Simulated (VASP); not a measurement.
# Ta3N: relaxation of the atoms with PBEsol

Ta3N:

```
Ta N
1.0
     3.03222    0.00000    0.00000
    -1.51611    2.62598    0.00000
     0.00000    0.00000    7.37365
Ta N
3 1
Direct
  0.66667 0.33333 0.82607
  0.33333 0.66667 0.17393
  0.00000 0.00000 0.50000
  0.00000 0.00000 0.00000
```

* Program: VASP 6.6.1
* Task: relaxation of the atoms
* Functional: PBEsol
* Potentials or basis: VASP PAW PBE potentials, release 64 (Ta_pv, N)
* Cutoff: 520 eV
* k mesh: 8 × 8 × 3
* Occupations: fermi-dirac, width 0.05 eV
* Spin: no spin polarisation
* Dipole correction: no
* Further INCAR settings: ALGO = Normal; EDIFF = 1e-07; IBRION = 2; EDIFFG = -0.01; NSW = 60

```json
{
  "Energy gained by relaxing": "1.5 meV/atom",
  "Ionic steps": "2",
  "Pressure after relaxing": "-2.2 GPa",
  "Band gap on the k mesh": "zero (bands 19 and 20 overlap by 0.59 eV)"
}
```

Stress tensor (GPa, compression positive):
```
-3.00  0.00  0.00
 0.00 -3.00  0.00
 0.00  0.00 -0.54
```

Step by step:
```
step  energy change (eV)  largest force (eV/Å)  pressure (GPa)
   1              0.0000                0.3549           -2.81
   2             -0.0061                0.0002           -2.18
```

Final structure:
```
Ta N
1.0
     3.03222    0.00000    0.00000
    -1.51611    2.62598    0.00000
     0.00000    0.00000    7.37365
Ta N
3 1
Cartesian
  1.5161 0.8753 6.1083
  0.0000 1.7507 1.2654
  0.0000 0.0000 3.6868
  0.0000 0.0000 0.0000
```

Levels at points of the mesh, in eV from the Fermi level:
```
           k point  band 17  band 18  band 19  band 20  band 21  band 22
(0.00, 0.00, 0.00)    -0.65    -0.65    -0.22     0.20     0.20     1.09
(0.50, 0.00, 0.00)    -1.21    -0.52     0.42     0.62     0.89     3.34
```

Run time: 90 s on 1 thread of Intel Xeon 8259CL (shared host), peak memory 0.19 GiB.

Caveat: the PAW data sets were made with another functional, which shifts forces and pressure a little; spin-orbit coupling is left out, which moves the levels of the heavy elements.
